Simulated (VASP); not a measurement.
Here is a VASP 6.6.1 calculation.

File INCAR:

```
SYSTEM = NbC
PREC = Accurate
ENCUT = 600
EDIFF = 1E-6
ISMEAR = -1
SIGMA = 0.08
LREAL = .False.
LASPH = .True.
NELM = 120
ALGO = Normal
ISIF = 2
LWAVE = .False.
LCHARG = .True.
GGA = PS
LELF = .True.
LVHAR = .True.
NBANDS = 16
GGA_COMPAT = .False.
```

The input KPOINTS:

```
regular mesh
0
Gamma
  14 14 14
  0 0 0
```

File POSCAR:

```
NbC
1.0
    0.0000000000      2.2220000000      2.2000000000
    2.2220000000      0.0000000000      2.2000000000
    2.2220000000      2.2220000000      0.0000000000
Nb C
1 1
Direct
    0.0000000000      0.0000000000      0.0000000000
    0.5000000000      0.5000000000      0.5000000000
```

Potentials or basis: VASP PAW PBE potentials, release 64 (Nb_sv, C).

Command:

```sh
$ cat potpaw_PBE.64/Nb_sv/POTCAR potpaw_PBE.64/C/POTCAR > POTCAR
$ mpirun -np 1 vasp_std > vasp.out
```

Problem. Predict the band gap on the k mesh.

Solution. Zero (an odd number of electrons rules out a gap without spin polarisation).

Problem. What does it give for the pressure?

Solution. 4.1 GPa.

Stress tensor (GPa, compression positive):
```
2.02 0.00 0.00
0.00 2.02 0.00
0.00 0.00 8.41
```

Caveat: the cell differs from its parent crystal (equal xx and yy strain of +1 %); the stress differs along the axes, from 2 to 8 GPa; the PAW data sets were made with another functional, which shifts forces and pressure a little; an odd number of electrons without spin polarisation forces a metal; a magnetic or distorted state may lie lower.
